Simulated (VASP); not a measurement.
ZnS, 4 atoms in the cell. It takes space group P6_3mc (No. 186, hexagonal). The conventional cell has a = 3.805 Å, b = 3.805 Å, c = 6.244 Å, α = 90.00°, β = 90.00°, γ = 120.00°. Zn (site symmetry 3m) has 4 S at 2.33 to 2.34 Å within 3.1 Å. S (site symmetry 3m) has 4 Zn at 2.33 to 2.34 Å within 3.1 Å. 

| Quantity | Value |
| --- | --- |
| Program | VASP 6.6.1 |
| Task | single point |
| Functional | PBE |
| Potentials or basis | VASP PAW PBE potentials, release 64 (Zn, S) |
| Cutoff | 520 eV |
| k mesh | 12 × 12 × 4 |
| Occupations | fermi-dirac, width 0.02 eV |
| Spin | no spin polarisation |
| Dipole correction | no |
| Further INCAR settings | ALGO = Normal; EDIFF = 1e-06; NBANDS = 26 |

Potentials or basis: VASP PAW PBE potentials, release 64 (Zn, S).

Run with:

```bash
$ cat potpaw_PBE.64/Zn/POTCAR potpaw_PBE.64/S/POTCAR > POTCAR
$ mpirun -np 1 vasp_std > vasp.out
```

Hardware: 1 thread of AMD EPYC 7R13, with other jobs on the host.

Problem. How long does it take, and how much memory?

Solution. Wall time 2.9 min on 1 thread of AMD EPYC 7R13, with other jobs on the host, peak memory 0.21 GiB. Counts: scf iterations 14, k points 57.
